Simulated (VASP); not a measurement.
# GaN in VASP: notebook, part 2 of 2

VASP 6.6.1. The steps go on from the part before.

## (4) Single point, PBEsol (strained)

Contents of INCAR:

```
SYSTEM = GaN
ALGO = Normal ; EDIFF = 1E-7
ENCUT = 520 ; GGA = PS
ISIF = 2 ; ISMEAR = 0
LASPH = .TRUE. ; LCHARG = .FALSE.
LREAL = .FALSE. ; LWAVE = .FALSE.
NBANDS = 16 ; NELM = 80
PREC = Accurate ; SIGMA = 0.02
```

Contents of KPOINTS:

```
k-points
0
G
  10 10 10
  0 0 0
```

Contents of POSCAR:

```
GaN
1.0
    0.0000000000      2.2720243825      2.2720243825
    2.2720243825      0.0000000000      2.2720243825
    2.2720243825      2.2720243825      0.0000000000
Ga N
1 1
Direct
    0.0000000000      0.0000000000      0.0000000000
    0.7500000000      0.7500000000      0.7500000000
```

Potentials or basis: VASP PAW PBE potentials, release 64 (Ga_d, N).

Started as:

```sh
> cat potpaw_PBE.64/Ga_d/POTCAR potpaw_PBE.64/N/POTCAR > POTCAR
> mpirun -np 1 vasp_std > vasp.out
```

OUTCAR:

```text
SYSTEM = GaN
   EDIFF = 1E-7
   ENCUT = 520
   GGA = PS
   ISIF = 2
   ISMEAR = 0
   LASPH = .TRUE.
   LREAL = .FALSE.
   NELM = 80
   PREC = Accurate

 ion  position               nearest neighbor table
   1  0.000  0.000  0.000-   2 1.97   2 1.97   2 1.97   2 1.97
   2  0.750  0.750  0.750-   1 1.97   1 1.97   1 1.97   1 1.97

  LATTYP: Found a face centered cubic cell.
 ALAT       =     4.5440487650

  Lattice vectors:

 A1 = (   0.0000000000,   2.2720243825,   2.2720243825)
 A2 = (   2.2720243825,   0.0000000000,   2.2720243825)
 A3 = (   2.2720243825,   2.2720243825,   0.0000000000)

Analysis of symmetry for initial positions (statically):
=====================================================================
 Subroutine PRICEL returns:
 Original cell was already a primitive cell.

 Routine SETGRP: Setting up the symmetry group for a
 face centered cubic supercell.

 Subroutine GETGRP returns: Found 24 space group operations
 (whereof 24 operations were pure point group operations)
 out of a pool of 48 trial point group operations.

The static configuration has the point symmetry T_d .

Analysis of symmetry for dynamics (positions and initial velocities):
[... 162 lines left out ...]
 cond. band min:       6.4111269484   @ k =   0.0000   0.0000   0.0000
 fundamental gap:      1.5262194256
 Fermi energy:         4.9663904692

 k-point     1 :       0.0000    0.0000    0.0000
  band No.  band energies     occupation
      1     -10.8380      2.00000
      2      -8.4979      2.00000
      3      -8.4979      2.00000
      4      -8.4979      2.00000
      5      -8.1972      2.00000
      6      -8.1972      2.00000
[... 433 lines left out ...]
      3      -8.2868      2.00000
      4      -8.2864      2.00000
      5      -8.1400      2.00000
      6      -7.2508      2.00000
[... 8 lines left out ...]
     15      26.6758      0.00000
     16      26.9510      0.00000

 [... further k-points ...]

------------------------ aborting loop because EDIFF is reached ----------------------------------------

  FORCE on cell =-STRESS in cart. coord.  units (eV):
  Direction    XX          YY          ZZ          XY          YZ          ZX
  --------------------------------------------------------------------------------------
  -------------------------------------------------------------------------------------
  Total       -0.8119106     -0.8119106     -0.8119106      0.0000000      0.0000000      0.0000000
  in kB      -55.4561681    -55.4561681    -55.4561681      0.0000000      0.0000000      0.0000000
  external PRESSURE =     -55.4561681 kB  Pullay stress =       0.0000000 kB

 VOLUME and BASIS-vectors are now :
 -----------------------------------------------------------------------------
  energy-cutoff  :      520.00
  volume of cell :       23.46
      direct lattice vectors                 reciprocal lattice vectors
     0.000000000  2.272024383  2.272024383    -0.220068061  0.220068061  0.220068061
     2.272024383  0.000000000  2.272024383     0.220068061 -0.220068061  0.220068061
     2.272024383  2.272024383  0.000000000     0.220068061  0.220068061 -0.220068061

 POSITION                                       TOTAL-FORCE (eV/Angst)
 -----------------------------------------------------------------------------------
      0.00000      0.00000      0.00000        -0.000000     -0.000000     -0.000000
      3.40804      3.40804      3.40804         0.000000      0.000000      0.000000
 -----------------------------------------------------------------------------------
    total drift:                               -0.000001     -0.000001     -0.000001

  FREE ENERGIE OF THE ION-ELECTRON SYSTEM (eV)
  ---------------------------------------------------
  free  energy   TOTEN  =       -13.1098995287 eV

  energy  without entropy=      -13.1098995287  energy(sigma->0) =      -13.10989953
```

OSZICAR:

```text
N       E                     dE             d eps       ncg     rms          rms(c)
DAV:   1     0.820802358053E+02    0.82080E+02   -0.94046E+03  1672   0.202E+03
DAV:   2    -0.886337914797E+01   -0.90944E+02   -0.84980E+02  1768   0.329E+02
DAV:   3    -0.148047093823E+02   -0.59413E+01   -0.59167E+01  1736   0.712E+01
DAV:   4    -0.148745533308E+02   -0.69844E-01   -0.69835E-01  1904   0.828E+00
DAV:   5    -0.148754462077E+02   -0.89288E-03   -0.89287E-03  1760   0.846E-01    0.710E+00
DAV:   6    -0.131425172579E+02    0.17329E+01   -0.42713E+00  2272   0.384E+01    0.266E+00
DAV:   7    -0.131294986063E+02    0.13019E-01   -0.25814E-01  1632   0.580E+00    0.170E+00
DAV:   8    -0.131134296424E+02    0.16069E-01   -0.58274E-02  1816   0.253E+00    0.752E-01
DAV:   9    -0.131097482301E+02    0.36814E-02   -0.11161E-02  2200   0.210E+00    0.203E-01
DAV:  10    -0.131099432215E+02   -0.19499E-03   -0.11200E-03  1616   0.410E-01    0.125E-01
DAV:  11    -0.131098980288E+02    0.45193E-04   -0.12843E-04  2288   0.195E-01    0.131E-02
DAV:  12    -0.131098994944E+02   -0.14656E-05   -0.12823E-05  1736   0.368E-02    0.378E-03
DAV:  13    -0.131098995287E+02   -0.34232E-07   -0.36359E-07  1936   0.103E-02
   1 F= -.13109900E+02 E0= -.13109900E+02  d E =-.209326E-11
```

Wall time 9.8 s (1 thread of Intel Xeon 6975P-C (Granite Rapids), shared host); peak memory 0.15 GiB.

What came out:

| Quantity | Value |
| --- | --- |
| Free energy | -13.1099 eV |
| Pressure | -5.5 GPa |
| Band gap on the k mesh | 1.53 eV, direct |

Caveat: the cell differs from its parent crystal (strained); the PAW data sets were made with another functional, which shifts forces and pressure a little.

## (5) Single point, PBEsol (strained and its atoms moved)

Contents of INCAR:

```
PREC = Accurate ; ENCUT = 520
EDIFF = 1E-6 ; ISMEAR = 0
SIGMA = 0.02 ; LREAL = F
LASPH = T ; NELM = 60
ALGO = Normal ; ISIF = 2
LWAVE = F ; LCHARG = F
GGA = PS ; NBANDS = 16
```

Contents of KPOINTS:

```
Automatic mesh
0
Gamma
  10 10 10
```

Contents of POSCAR:

```
GaN
1.0
    0.0000000000      2.2934326383      2.2934326383
    2.2934326383      0.0000000000      2.2934326383
    2.2934326383      2.2934326383      0.0000000000
Ga N
1 1
Direct
    0.0000000000      0.0000000000      0.0000000000
    0.7500000000      0.7500000000      0.7500000000
```

Started as:

```sh
> cat potpaw_PBE.64/Ga_d/POTCAR potpaw_PBE.64/N/POTCAR > POTCAR
> mpirun -np 1 vasp_std > vasp.out
```

Run time: 8.8 s. Hardware: 1 thread of Intel Xeon 6975P-C (Granite Rapids), shared host; peak memory 0.15 GiB.

The run converged. Its results:

```yaml
Free_energy: -13.0779 eV
Pressure: -9.8 GPa
Band_gap_on_the_k_mesh: 1.35 eV, direct
```

Levels at points of the mesh, in eV from the valence-band top:
```csv
k point,band 7,band 8,band 9,band 10,band 11,band 12
"(0.00, 0.00, 0.00)",0.00,0.00,0.00,1.35,9.88,9.88
"(0.50, 0.00, 0.00)",-6.78,-0.91,-0.91,4.21,8.37,9.99
"(0.50, 0.50, 0.00)",-5.97,-2.55,-2.55,3.21,6.25,11.21
```

Caveat: the cell differs from its parent crystal (strained and its atoms moved); the PAW data sets were made with another functional, which shifts forces and pressure a little.

## (6) Single point, PBEsol (one atom moved)

Contents of INCAR:

```
SYSTEM = GaN
ALGO     = Normal         ! electronic algorithm
EDIFF    = 1E-6           ! SCF threshold, eV
ENCUT    = 520            ! plane-wave cutoff, eV
GGA      = PS             ! functional
ISIF     = 2              ! what is computed and relaxed
ISMEAR   = 0              ! smearing method
LASPH    = .True.         ! aspherical terms in the spheres
LCHARG   = .False.        ! write CHGCAR
LREAL    = .False.        ! projectors in reciprocal space
LWAVE    = .False.        ! write WAVECAR
NBANDS   = 16             ! bands
NELM     = 100            ! most SCF steps
PREC     = Accurate       ! precision mode
SIGMA    = 0.02           ! smearing width, eV
```

Contents of KPOINTS:

```
k-points
0
Gamma
  10 10 10
  0 0 0
```

Contents of POSCAR:

```
GaN
1.0
    0.0000000000      2.2535006075      2.2535006075
    2.2535006075      0.0000000000      2.2535006075
    2.2535006075      2.2535006075      0.0000000000
Ga N
1 1
Direct
    0.0136165927     -0.0074572867      0.0052518291
    0.7500000000      0.7500000000      0.7500000000
```

Potentials or basis: VASP PAW PBE potentials, release 64 (Ga_d, N).

Started as:

```sh
> cat potpaw_PBE.64/Ga_d/POTCAR potpaw_PBE.64/N/POTCAR > POTCAR
> mpirun -np 1 vasp_std > vasp.out
```

Wall time 64 s (1 thread of Intel Xeon 6975P-C (Granite Rapids), shared host); peak memory 0.29 GiB.

The run converged. Its results:

- Free energy: -13.1097 eV
- Pressure: -1.1 GPa
- Largest force: 0.550 eV/Å
- Band gap on the k mesh: 1.60 eV, direct

Forces on the atoms (eV/Å):
```
Ga   0.091 -0.512 -0.179
N   -0.091  0.512  0.179
```

Stress tensor (GPa, compression positive):
```
-1.01 -0.83 -2.37
-0.83 -1.25  0.43
-2.37  0.43 -1.03
```

Levels at points of the mesh, in eV from the valence-band top:
```csv
k point,band 6,band 7,band 8,band 9,band 10,band 11,band 12,band 13
"(0.00, 0.00, 0.00)",-13.16,-0.18,-0.07,0.00,1.60,10.06,10.12,10.21
"(0.50, 0.00, 0.00)",-11.90,-7.31,-1.14,-0.98,4.54,8.56,10.09,10.39
"(0.00, 0.50, 0.00)",-11.91,-7.13,-1.18,-0.94,4.45,8.54,9.95,10.37
"(0.00, 0.00, 0.50)",-11.90,-7.24,-1.18,-0.94,4.50,8.55,9.98,10.44
"(0.50, 0.50, 0.50)",-11.91,-7.10,-1.16,-0.96,4.44,8.53,9.96,10.32
"(0.50, 0.50, 0.00)",-11.48,-6.27,-2.83,-2.79,3.14,6.47,11.49,13.77
"(0.00, 0.50, 0.50)",-11.48,-6.27,-2.81,-2.81,3.14,6.47,11.49,13.79
"(0.50, 0.00, 0.50)",-11.48,-6.26,-2.87,-2.76,3.14,6.48,11.49,13.70
```

Caveat: the cell differs from its parent crystal (one atom moved); the PAW data sets were made with another functional, which shifts forces and pressure a little.

## (7) Overview

```tsv
task	cell	cutoff (eV)	smearing	gap on the mesh (eV)	pressure (GPa)
relaxation of cell and atoms	relaxed to 20 GPa from a = 3.181 Å, angles 60.0°, 2 atoms	600	gaussian 0.01 eV	2.30	20.0
single point	a = 3.119 Å, angles 60.0°, 2 atoms	520	gaussian 0.02 eV	2.09	12.2
single point	a = 3.213 Å, angles 60.0°, 2 atoms	520	gaussian 0.02 eV	1.53	-5.5
single point	a = 3.243 Å, angles 60.0°, 2 atoms	520	gaussian 0.02 eV	1.35	-9.8
single point	a = 3.187 Å, angles 60.0°, 2 atoms	520	gaussian 0.02 eV	1.60	-1.1
```

Alike in all rows: level PBEsol; potentials or basis VASP PAW PBE potentials, release 64 (Ga_d, N); no spin polarisation; k mesh 10 × 10 × 10.

Caveats: the PAW data sets were made with another functional, which shifts forces and pressure a little; the cell is relaxed towards a set pressure, so the enthalpy falls and the energy may rise (some runs).

Absolute energies hang on the potentials; compare differences alone.
